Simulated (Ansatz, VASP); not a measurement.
One calculation of Zn2S, two programs

```
Zn S
1.0
     0.00000    3.09328    3.09328
     3.09328    0.00000    3.09328
     3.09328    3.09328    0.00000
Zn S
2 1
Direct
  0.25000 0.25000 0.25000
  0.75000 0.75000 0.75000
  0.50000 0.50000 0.50000
```

Alike in both runs: task relaxation of cell and atoms; functional PBE; k mesh 14 × 14 × 14; occupations gaussian, width 0.1 eV; no spin polarisation.

```csv
,VASP,Ansatz
version,VASP 6.6.1,Ansatz 0.2.0
potentials or method,"VASP PAW PBE potentials, release 64 (Zn, S), cutoff 600 eV","scalar-relativistic, plane waves, PAW"
valence electrons in the cell,30,30
```

Ansatz gave:

```
gap on the k mesh at the Fermi level, each at its own relaxed structure (eV) : none
relaxed volume (Å³/atom)                                                     : 19.69
relaxed cell length with the largest relative difference (Å)                 : 4.371
```

Question: What did VASP give for the same quantities?

Answer: gap on the k mesh at the Fermi level, each at its own relaxed structure (eV): none; relaxed volume (Å³/atom): 19.73; relaxed cell length with the largest relative difference (Å): 4.375.

A gap of «none» marks a metal or a gap that the smearing closes.

Noted on VASP's run: the relaxation stopped at its first step, so nothing moved.
